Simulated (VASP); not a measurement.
A run of VASP 6.6.1:

Contents of INCAR:

```
PREC = Accurate
ENCUT = 520
EDIFF = 1E-6
ISMEAR = -1
SIGMA = 0.1
LREAL = False
LASPH = True
NELM = 80
ALGO = Normal
ISIF = 2
LWAVE = False
LCHARG = False
GGA = PS
NBANDS = 17
```

The input KPOINTS:

```
regular mesh
0
Gamma
  15 15 8
```

POSCAR

```
Pt
1.0
    2.6953908822      0.0000000000      0.0000000000
   -1.3476954411      2.3342769771      0.0000000000
    0.0000000000      0.0000000000      4.6224861150
Pt
2
Direct
    0.3333333333      0.6666666667      0.2500000000
    0.6666666667      0.3333333333      0.7500000000
```

Potentials or basis: VASP PAW PBE potentials, release 64 (Pt).

Run with:

```sh
$ cat potpaw_PBE.64/Pt/POTCAR > POTCAR
$ mpirun -np 1 vasp_std > vasp.out
```

Hardware: 1 thread of Intel Xeon 8259CL, on a shared host.

Q: Estimate the wall time of this run.

A: It took 54 s on 1 thread of Intel Xeon 8259CL (shared host), peak memory 0.19 GiB. Counts: scf iterations 12, k points 135.
